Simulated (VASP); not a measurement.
# SnO (P4/nmm) in VASP: notebook

Aim: see how the results for SnO move with the level of theory and the settings. Levels: RPBE+D3(BJ), PBE, PBEsol-based global hybrid with 25 % exact exchange, PBEsol. Tasks: relaxation of cell and atoms, single point.

Everything below comes from runs of VASP 6.6.1. Logs are shortened: lines on timing, memory, paths and dates and some standing lists are left out, and cuts for length are marked.

## 1. The cell of the first run

It takes space group P4/nmm (No. 129, tetragonal). The conventional cell has a = 3.814 Å, b = 3.814 Å, c = 4.887 Å, α = 90.00°, β = 90.00°, γ = 90.00°. Sn (site symmetry 4mm) has 4 O at 2.23 Å within 2.9 Å. Within 2.9 Å of O (site symmetry -4m2) lie 4 Sn at 2.23 Å and 4 O at 2.70 Å.

## 2. Relaxation of cell and atoms, RPBE+D3(BJ)

INCAR

```
SYSTEM = SnO
ALGO = Normal
EDIFF = 1E-6
EDIFFG = -0.01
ENCUT = 600
GGA = RP
IBRION = 2
ISIF = 3
ISMEAR = -1
IVDW = 12
LASPH = .True.
LCHARG = .False.
LREAL = .False.
LWAVE = .False.
NELM = 80
NSW = 60
PREC = Accurate
SIGMA = 0.05
```

KPOINTS

```
k-points
0
Gamma
  7 7 6
  0 0 0
```

POSCAR

```
SnO
1.0
    3.8136952200      0.0000000000      0.0000000000
    0.0000000000      3.8136952200      0.0000000000
    0.0000000000      0.0000000000      4.8869133000
Sn O
2 2
Direct
    0.5000000000      0.0000000000      0.7646261400
    0.0000000000      0.5000000000      0.2353738600
    0.0000000000      0.0000000000      0.0000000000
    0.5000000000      0.5000000000      0.0000000000
```

Potentials or basis: VASP PAW PBE potentials, release 64 (Sn_d, O).

Command:

```bash
$ cat potpaw_PBE.64/Sn_d/POTCAR potpaw_PBE.64/O/POTCAR > POTCAR
$ mpirun -np 1 vasp_std > vasp.out
```

OUTCAR:

```text
SYSTEM = SnO
   EDIFF = 1E-6
   EDIFFG = -0.01
   ENCUT = 600
   GGA = RP
   IBRION = 2
   ISIF = 3
   ISMEAR = -1
   IVDW = 12
   LASPH = .True.
   LREAL = .False.
   NELM = 80
   NSW = 60
   PREC = Accurate
 IVDW          = 12

 ion  position               nearest neighbor table
   1  0.500  0.000  0.765-   3 2.23   4 2.23   4 2.23   3 2.23   2 3.54   2 3.54   2 3.54   2 3.54
                             2 3.74   2 3.74   2 3.74   2 3.74
   2  0.000  0.500  0.235-   3 2.23   4 2.23   3 2.23   4 2.23   1 3.54   1 3.54   1 3.54   1 3.54
                             1 3.74   1 3.74   1 3.74   1 3.74
   3  0.000  0.000  0.000-   1 2.23   2 2.23   2 2.23   1 2.23
   4  0.500  0.500  0.000-   1 2.23   2 2.23   1 2.23   2 2.23

  LATTYP: Found a simple tetragonal cell.
 ALAT       =     3.8136952200
 C/A-ratio  =     1.2814116016

  Lattice vectors:

 A1 = (   3.8136952200,   0.0000000000,   0.0000000000)
 A2 = (   0.0000000000,   3.8136952200,   0.0000000000)
 A3 = (   0.0000000000,   0.0000000000,   4.8869133000)

Analysis of symmetry for initial positions (statically):
=====================================================================
 Subroutine PRICEL returns:
 Original cell was already a primitive cell.

 Routine SETGRP: Setting up the symmetry group for a
 simple tetragonal supercell.

 Subroutine GETGRP returns: Found 16 space group operations
 (whereof  8 operations were pure point group operations)
 out of a pool of 16 trial point group operations.

The static configuration has the point symmetry D_2d.
 The point group associated with its full space group is D_4h.

Analysis of symmetry for dynamics (positions and initial velocities):
=====================================================================
 Subroutine PRICEL returns:
 Original cell was already a primitive cell.

 Routine SETGRP: Setting up the symmetry group for a
 simple tetragonal supercell.

 Subroutine GETGRP returns: Found 16 space group operations
 (whereof  8 operations were pure point group operations)
 out of a pool of 16 trial point group operations.

The dynamic configuration has the point symmetry D_2d.
 The point group associated with its full space group is D_4h.

 Subroutine INISYM returns: Found 16 space group operations
 (whereof  8 operations are pure point group operations),
 and found     1 'primitive' translations

----------------------------------------------------------------------------------------

                                     Primitive cell

  volume of cell :      71.0766

  direct lattice vectors                    reciprocal lattice vectors
     3.813695220  0.000000000  0.000000000     0.262212878  0.000000000  0.000000000
     0.000000000  3.813695220  0.000000000     0.000000000  0.262212878  0.000000000
     0.000000000  0.000000000  4.886913300     0.000000000  0.000000000  0.204628144

  length of vectors
     3.813695220  3.813695220  4.886913300     0.262212878  0.262212878  0.204628144

  position of ions in fractional coordinates (direct lattice)
     0.500000000  0.000000000  0.764626140
     0.000000000  0.500000000  0.235373860
     0.000000000  0.000000000  0.000000000
     0.500000000  0.500000000  0.000000000

  ion indices of the primitive-cell ions
   primitive index   ion index
                 1           1
                 2           2
                 3           3
                 4           4

----------------------------------------------------------------------------------------

 KPOINTS: k-points

Automatic generation of k-mesh.
 Grid dimensions read from file:
 generate k-points for:    7    7    6

 Generating k-lattice:

  Cartesian coordinates                     Fractional coordinates (reciprocal lattice)
     0.037458983  0.000000000  0.000000000     0.142857143  0.000000000  0.000000000
     0.000000000  0.037458983  0.000000000     0.000000000  0.142857143  0.000000000
     0.000000000  0.000000000  0.034104691     0.000000000  0.000000000  0.166666667

  Length of vectors
     0.037458983  0.037458983  0.034104691

  Shift w.r.t. Gamma in fractional coordinates (k-lattice)
     0.000000000  0.000000000  0.000000000

 Subroutine IBZKPT returns following result:
 ===========================================

 Found     40 irreducible k-points:

 Following reciprocal coordinates:
            Coordinates               Weight
  0.000000  0.000000  0.000000      1.000000
  0.142857  0.000000  0.000000      4.000000
  0.285714  0.000000  0.000000      4.000000
  0.428571  0.000000  0.000000      4.000000
  0.142857  0.142857  0.000000      4.000000
  0.285714  0.142857  0.000000      8.000000
[... 16 lines left out ...]
  0.285714  0.000000  0.333333      8.000000
  0.428571  0.000000  0.333333      8.000000
 [... further k-points ...]
   k-points           NKPTS =     40   k-points in BZ     NKDIM =     40   number of bands    NBANDS=     24
   number of dos      NEDOS =    301   number of ions     NIONS =      4
   total plane-waves  NPLWV =  36000
   dimension x,y,z NGX =    30 NGY =   30 NGZ =   40
   dimension x,y,z NGXF=    60 NGYF=   60 NGZF=   80
   ions per type =               2   2
   NGX,Y,Z   is equivalent  to a cutoff of  13.08, 13.08, 13.61 a.u.
   NGXF,Y,Z  is equivalent  to a cutoff of  26.16, 26.16, 27.21 a.u.
 SYSTEM =  SnO
   PREC   = accura    normal or accurate (medium, high low for compatibility)
   ISTART =      0    job   : 0-new  1-cont  2-samecut
   ICHARG =      2    charge: 1-file 2-atom 10-const
   ISPIN  =      1    spin polarized calculation?
   LNONCOLLINEAR =      F non collinear calculations
   LSORBIT =      F    spin-orbit coupling
   LASPH  =      T    aspherical Exc in radial PAW
   ENCUT  =  600.0 eV  44.10 Ry    6.64 a.u.   7.62  7.62  9.76*2*pi/ulx,y,z
   NELM   =     80;   NELMIN=  2; NELMDL= -5     # of ELM steps
   EDIFF  = 0.1E-05   stopping-criterion for ELM
   LREAL  =      F    real-space projection
   EDIFFG = -.1E-01   stopping-criterion for IOM
   NSW    =     60    number of steps for IOM
   IBRION =      2    ionic relax: 0-MD 1-quasi-New 2-CG
   NFREE  =      1    steps in history (QN), initial steepest desc. (CG)
   ISIF   =      3    stress and relaxation
   ISYM   =      2    0-nonsym 1-usesym 2-fastsym
   POTIM  = 0.5000    time-step for ionic-motion
   TEBEG  =    0.0;   TEEND  =   0.0 temperature during run
   PSTRESS=    0.0 pullay stress
   NELECT =      40.0000    total number of electrons
   NUPDOWN=      -1.0000    fix difference up-down
   EMIN   =  10.00;   EMAX   =-10.00  energy-range for DOS
   EFERMI =   0.00;   METHOD = LEGACY
   ISMEAR =    -1;   SIGMA  =   0.05  broadening in eV -4-tet -1-fermi 0-gaus
   EFERMI_NEDOS =   21; number of points for ismear=-14 and -15
   IALGO  =     38    algorithm
   IMIX   =      4    mixing-type and parameters
     AMIX     =   0.40;   BMIX     =  1.00
     AMIX_MAG =   1.60;   BMIX_MAG =  1.00
  volume/ion in A,a.u.               =      17.77       119.91
  Fermi-wavevector in a.u.,A,eV,Ry     =   1.351614  2.554180 24.855939  1.826860
  Thomas-Fermi vector in A             =   2.479021
   LORBIT       =      0    0 simple, 1 ext, 2 COOP (PROOUT), +10 PAW based schemes
   GGA     = RP    functional components
   LHFCALC =     F    Hartree Fock is set to
   AEXX    =    0.0000 exact exchange contribution
   IVDW    =    12    specifies the selected vdW correction
   LEPSILON=     F    determine dielectric tensor
   LRPA    =     F    only Hartree local field effects (RPA)
 conjugate gradient relaxation of ions
 non-spin polarized calculation
  energy-cutoff  :      600.00
  volume of cell :       71.08
 maximum number of plane-waves:      2399
   NGX = 15   NGY = 15   NGZ = 19

--------------------------------------- Ionic step        1  -------------------------------------------

 number of electron      40.0000019 magnetization

 Free energy of the ion-electron system (eV)
  ---------------------------------------------------
  ext. energy  EPLUGINS =         0.00000000
  ---------------------------------------------------
  free energy    TOTEN  =       -21.14637849 eV

  energy without entropy =      -21.14609564  energy(sigma->0) =      -21.14623706

 E-fermi :   7.3713     XC(G=0):  -9.9919

 val. band max:        7.1923277290   @ k =   0.0000   0.0000   0.0000
 cond. band min:       7.5660537520   @ k =   0.4286   0.4286   0.0000
 fundamental gap:      0.3737260231
 Fermi energy:         7.3712578050

 k-point     1 :       0.0000    0.0000    0.0000
  band No.  band energies     occupation
      1     -14.9289      2.00000
      2     -14.4928      2.00000
      3     -14.4909      2.00000
      4     -14.4909      2.00000
      5     -14.4546      2.00000
      6     -14.4406      2.00000
[... 637 lines left out ...]
     23      12.2167      0.00000
     24      13.2005      0.00000

 [... further k-points ...]

------------------------ aborting loop because EDIFF is reached ----------------------------------------

 Edisp (eV)   -4.01181

 E8    (eV) :    -2.5028

  FORCE on cell =-STRESS in cart. coord.  units (eV):
  Direction    XX          YY          ZZ          XY          YZ          ZX
  --------------------------------------------------------------------------------------
  -------------------------------------------------------------------------------------
  Total      -2.93288    -2.93288    -3.24944     0.00000     0.00000     0.00000
  in kB     -66.11170   -66.11170   -73.24755     0.00000     0.00000     0.00000
  external pressure =      -68.49 kB  Pullay stress =        0.00 kB
[... 103 lines left out ...]
  FREE ENERGIE OF THE ION-ELECTRON SYSTEM (eV)
  ---------------------------------------------------
  free  energy   TOTEN  =       -25.3336460204 eV

  energy  without entropy=      -25.3311628512  energy(sigma->0) =      -25.33240444

 E-fermi :   9.9039     XC(G=0): -11.2879

 val. band max:        9.7668551568   @ k =   0.1429   0.1429   0.1667
 cond. band min:       9.9289154458   @ k =   0.4286   0.4286   0.1667
 fundamental gap:      0.1620602890
 Fermi energy:         9.9039404509

 k-point     1 :       0.0000    0.0000    0.0000
  band No.  band energies     occupation
      1     -12.5734      2.00000
      2     -12.1144      2.00000
      3     -12.1144      2.00000
      4     -12.0605      2.00000
      5     -12.0589      2.00000
      6     -12.0588      2.00000
[... 637 lines left out ...]
     23      14.3091      0.00000
     24      15.8605      0.00000

 [... further k-points ...]

[... ionic steps 4 to 11 ...]

--------------------------------------- Ionic step       12  -------------------------------------------

 number of electron      39.9999979 magnetization

------------------------ aborting loop because EDIFF is reached ----------------------------------------

 Edisp (eV)   -5.49358

 E8    (eV) :    -3.5238
[... 73 lines left out ...]
  energy  without entropy=      -25.7859150579  energy(sigma->0) =      -25.78831519

--------------------------------------- Ionic step       14  -------------------------------------------

 number of electron      39.9999982 magnetization

 Free energy of the ion-electron system (eV)
  ---------------------------------------------------
  ext. energy  EPLUGINS =         0.00000000
  ---------------------------------------------------
  free energy    TOTEN  =       -20.22886158 eV

  energy without entropy =      -20.22396295  energy(sigma->0) =      -20.22641227

 E-fermi :  10.1854     XC(G=0): -11.3944

 val. band max:       10.1506571872   @ k =   0.4286   0.4286   0.0000
 cond. band min:      10.2149276694   @ k =   0.1429   0.1429   0.0000
 fundamental gap:      0.0642704822
 Fermi energy:        10.1853722309

 k-point     1 :       0.0000    0.0000    0.0000
  band No.  band energies     occupation
      1     -12.3741      2.00000
      2     -11.8605      2.00000
      3     -11.8605      2.00000
      4     -11.8070      2.00000
      5     -11.7974      2.00000
      6     -11.7722      2.00000
[... 637 lines left out ...]
     23      14.4468      0.00000
     24      15.9938      0.00000

 [... further k-points ...]

------------------------ aborting loop because EDIFF is reached ----------------------------------------

 Edisp (eV)   -5.56277

 E8    (eV) :    -3.5717

  FORCE on cell =-STRESS in cart. coord.  units (eV):
  Direction    XX          YY          ZZ          XY          YZ          ZX
  --------------------------------------------------------------------------------------
  -------------------------------------------------------------------------------------
  Total       0.00559     0.00559    -0.00606     0.00000     0.00000     0.00000
  in kB       0.15924     0.15924    -0.17240     0.00000     0.00000     0.00000
  external pressure =        0.05 kB  Pullay stress =        0.00 kB
[... 19 lines left out ...]
  FREE ENERGIE OF THE ION-ELECTRON SYSTEM (eV)
  ---------------------------------------------------
  free  energy   TOTEN  =       -25.7916270485 eV

  energy  without entropy=      -25.7867284180  energy(sigma->0) =      -25.78917773

 reached required accuracy - stopping structural energy minimisation
```

Run time: 20 min. Hardware: 1 thread of Intel Xeon 8259CL, shared host; peak memory 0.25 GiB.

What came out:

| Item | Value |
| --- | --- |
| Free energy | -25.7916 eV |
| Relaxed volume | 14.07 Å³/atom |
| Relaxed cell | a = 3.665 Å, b = 3.665 Å, c = 4.190 Å, α = 90.00°, β = 90.00°, γ = 90.00° |
| Space group after relaxing (to 0.1 Å) | P4/nmm (No. 129) |
| Energy gained by relaxing | 158.4 meV/atom |
| Ionic steps | 14 |
| Pressure after relaxing | 0.0 GPa |
| Largest force after relaxing | 0.004 eV/Å |
| Band gap on the k mesh | zero (bands 20 and 21 overlap by 1.25 eV) |
| Dispersion energy per atom | -1.391 eV |

Forces on the atoms (eV/Å):
```
Sn   0.000  0.000 -0.004
Sn   0.000  0.000  0.004
O    0.000  0.000  0.000
O    0.000  0.000  0.000
```

Step by step:
```
step  energy change (eV)  largest force (eV/Å)  pressure (GPa)  volume (Å³)
   1              0.0000                0.3941           -6.85        71.08
   2             -0.1750                1.9770            2.20        63.55
   3             -0.1755                1.9059            1.77        63.84
   4             -0.3253                1.6610            2.05        61.25
   5             -0.5087                0.3692            7.64        53.90
   6             -0.5197                0.8629            5.45        55.74
   7             -0.5223                0.7103            6.08        55.13
   8             -0.5915                0.5041           -2.29        57.31
   9             -0.5938                0.3316           -1.14        56.97
  10             -0.6206                0.0950           -0.80        56.90
  11             -0.6308                0.1367           -0.36        56.80
  12             -0.6309                0.1481           -0.38        56.79
  13             -0.6325                0.0866           -0.20        56.58
  14             -0.6334                0.0040            0.00        56.29
```

Final structure:
```
Sn O
1.0
     3.66518    0.00000    0.00000
     0.00000    3.66518    0.00000
     0.00000    0.00000    4.18999
Sn O
2 2
Cartesian
  1.8326 0.0000 3.0087
  0.0000 1.8326 1.1813
  3.6652 0.0000 4.1900
  1.8326 1.8326 4.1900
```

Caveat: the volume moved by over 15 % at a fixed basis, so the end points are rough; the dispersion term is far too large for a dense solid, which distorts pressure and volume; the PAW data sets were made with another functional, which shifts forces and pressure a little; spin-orbit coupling is left out, which moves the levels of the heavy elements.

## 3. Relaxation of cell and atoms, PBE, target pressure 20 GPa, at which the enthalpy is minimised

INCAR

```
PREC = Accurate
ENCUT = 600
EDIFF = 1E-6
ISMEAR = -1
SIGMA = 0.05
LREAL = False
LASPH = True
NELM = 100
ALGO = Normal
ISIF = 3
LWAVE = False
LCHARG = False
GGA = PE
IBRION = 2
NSW = 60
EDIFFG = -0.01
PSTRESS = 200.0
```

KPOINTS

```
regular mesh
0
Gamma
  7 7 6
```

POSCAR is that of step 2.

Potentials or basis: VASP PAW PBE potentials, release 64 (Sn_d, O).

Command:

```bash
$ cat potpaw_PBE.64/Sn_d/POTCAR potpaw_PBE.64/O/POTCAR > POTCAR
$ mpirun -np 1 vasp_std > vasp.out
```

Run time: 7 min. Hardware: 1 thread of Intel Xeon Platinum 8488C (Sapphire Rapids), shared host; peak memory 0.24 GiB.

It converged, with:

* Free energy: -21.9147 eV
* Relaxed volume: 13.98 Å³/atom
* Relaxed cell: a = 3.656 Å, b = 3.656 Å, c = 4.182 Å, α = 90.00°, β = 90.00°, γ = 90.00°
* Space group after relaxing (to 0.1 Å): P4/nmm (No. 129)
* Energy change on relaxing (the run minimises the enthalpy): +193.8 meV/atom
* Ionic steps: 15
* Pressure after relaxing: 20.0 GPa
* Largest force after relaxing: 0.009 eV/Å
* Band gap on the k mesh: zero (bands 20 and 21 overlap by 1.19 eV)

Forces on the atoms (eV/Å):
```
Sn   0.000  0.000 -0.009
Sn   0.000  0.000  0.009
O    0.000  0.000  0.000
O    0.000  0.000  0.000
```

Step by step:
```csv
step,energy change (eV),largest force (eV/Å),pressure (GPa),volume (Å³)
1,0.0000,0.4547,3.77,71.08
2,2.1672,5.5479,48.87,54.12
3,0.5997,2.5734,20.60,62.13
4,0.6708,1.0421,20.66,57.95
5,0.9615,0.3316,22.84,55.06
6,0.8645,0.0424,22.10,55.78
7,0.6558,0.2262,17.19,57.03
8,0.6437,0.2461,16.85,57.13
9,0.8205,0.4635,22.04,55.62
10,0.7396,0.1925,19.95,56.21
11,0.7601,0.0627,19.90,56.03
12,0.7713,0.0027,19.89,55.93
13,0.7706,0.0026,19.88,55.94
14,0.7817,0.0156,20.18,55.85
15,0.7753,0.0085,20.02,55.90
```

Final structure:
```
CELL_PARAMETERS angstrom
3.65615 0.00000 0.00000
0.00000 3.65615 0.00000
0.00000 0.00000 4.18196
ATOMIC_POSITIONS crystal
Sn 0.50000 0.00000 0.71934
Sn 0.00000 0.50000 0.28066
O 0.00000 0.00000 0.00000
O 0.50000 0.50000 0.00000
```

Levels at points of the mesh, in eV from the Fermi level:
```
           k point  band 18  band 19  band 20  band 21  band 22  band 23
(0.00, 0.00, 0.00)    -3.42    -3.42     0.26     3.46     3.91     3.91
(0.00, 0.00, 0.50)    -3.43    -2.45    -1.33     1.70     1.70     2.12
```

Caveat: the cell is relaxed towards a set pressure, so the run minimises the enthalpy, not the energy; the volume moved by over 15 % at a fixed basis, so the end points are rough; spin-orbit coupling is left out, which moves the levels of the heavy elements.

(Part 1 of 2 ends here.)

The gap in the log of VASP goes by the Fermi energy; the results here count the filled bands.